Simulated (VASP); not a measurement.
Set up this calculation in VASP 6.6.1, as the native input.

* Task: single point
* Functional: RPBE
* Dispersion: D4
* Potentials or basis: VASP PAW PBE potentials, release 64 (Sn_d, Se)
* Cutoff: 520 eV
* k mesh: 8 × 8 × 8
* Occupations: fermi-dirac, width 0.05 eV
* Spin: no spin polarisation
* Dipole correction: no
* Further INCAR settings: ALGO = Normal; EDIFF = 1e-06; NBANDS = 17

The structure of SnSe lies in POSCAR:

```
SnSe
1.0
    0.0000000000      2.9485541872      2.9485541872
    2.9485541872      0.0000000000      2.9485541872
    2.9485541872      2.9485541872      0.0000000000
Sn Se
1 1
Direct
    0.0000000000      0.0000000000      0.0000000000
    0.5000000000      0.5000000000      0.5000000000
```

One way to write it, as run:

INCAR

```
SYSTEM = SnSe
PREC     = Accurate       ! precision mode
ENCUT    = 520            ! plane-wave cutoff, eV
EDIFF    = 1E-6           ! SCF threshold, eV
ISMEAR   = -1             ! smearing method
SIGMA    = 0.05           ! smearing width, eV
LREAL    = .False.        ! projectors in reciprocal space
LASPH    = .True.         ! aspherical terms in the spheres
NELM     = 60             ! most SCF steps
ALGO     = Normal         ! electronic algorithm
ISIF     = 2              ! what is computed and relaxed
LWAVE    = .False.        ! write WAVECAR
LCHARG   = .False.        ! write CHGCAR
GGA      = RP             ! functional
IVDW     = 13             ! dispersion correction
NBANDS   = 17             ! bands
```

KPOINTS

```
regular mesh
0
Gamma
  8 8 8
  0 0 0
```

Potentials or basis: VASP PAW PBE potentials, release 64 (Sn_d, Se).

The run is started by

```bash
$ cat potpaw_PBE.64/Sn_d/POTCAR potpaw_PBE.64/Se/POTCAR > POTCAR
$ mpirun -np 1 vasp_std > vasp.out
```

It gave:

```json
{
 "Pressure": "1.4 GPa",
 "Band gap on the k mesh": "0.74 eV, indirect (least direct gap 0.84 eV)",
 "Dispersion energy per atom": "-0.778 eV"
}
```

Caveat: the PAW data sets were made with another functional, which shifts forces and pressure a little; spin-orbit coupling is left out, which moves the levels of the heavy elements.

Run time: 16 s on 1 thread of Intel Xeon 6975P-C, on a shared host, peak memory 0.19 GiB.
